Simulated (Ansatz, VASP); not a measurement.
## Ni: VASP beside Ansatz

```
Ni
1.0
     2.28687    0.00000    0.00000
     0.00000    2.28687    0.00000
     0.00000    0.00000    2.28687
Ni
1
Direct
  0.00000 0.00000 0.00000
```

Alike in both runs: functional PBEsol; k mesh 14 × 14 × 14; occupations fermi-dirac, width 0.1 eV; no spin polarisation.

Ansatz relaxed the structure, and its values are those at the end. VASP's run is a single point on that final structure, the one shown.

|  | VASP | Ansatz |
| --- | --- | --- |
| version | VASP 6.6.1 | Ansatz 0.2.0 |
| potentials or method | VASP PAW PBE potentials, release 64 (Ni), cutoff 520 eV | plane waves (420 eV) with PAW, scalar-relativistic |
| valence electrons in the cell | 10 | 18 |

```tsv
	VASP	Ansatz	Ansatz less VASP
pressure (GPa)	0.0	0.0	+0.03
```

VASP's potentials were made for PBE, not for PBEsol, and Ansatz warns of the same on its side. VASP's potentials hold 10 valence electrons a cell and Ansatz's 18, so a difference there can come from the potentials and not from the codes.
